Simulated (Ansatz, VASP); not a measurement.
**Two plane-wave programs on CdF2**

```
Cd F
1.0
     3.78063    0.00000    0.00000
     0.00000    3.78063    0.00000
     0.00000    0.00000    3.29561
Cd F
1 2
Direct
  0.00000 0.00000 0.00000
  0.50000 0.00000 0.33106
  0.00000 0.50000 0.66894
```

Change from the starting cell: ordered vacancies on the cation sites of zinc blende (P-4m2, No. 115).

Alike in both runs: functional PBE; k mesh 6 × 6 × 4; occupations gaussian, width 0.02 eV; no spin polarisation.

Ansatz relaxed the structure, and its values are those at the end. VASP's run is a single point on that final structure, the one shown.

|  | VASP | Ansatz |
| --- | --- | --- |
| version | VASP 6.6.1 | Ansatz 0.2.0 |
| potentials or method | VASP PAW PBE potentials, release 64 (Cd_sv_GW, F), cutoff 700 eV | scalar-relativistic, plane waves, PAW |
| valence electrons in the cell | 34 | 34 |

```tsv
	VASP	Ansatz	Ansatz less VASP
gap on the k mesh at the Fermi level (eV)	2.63	2.65	+0.016
least direct gap on the mesh (eV)	2.75	2.77	+0.014
pressure (GPa)	-0.3	0.0	+0.26
rms of the force components (eV/Å)	0.007	0.001	-0.0059
```

The k mesh is coarse, so the values compare programs but aren't converged.
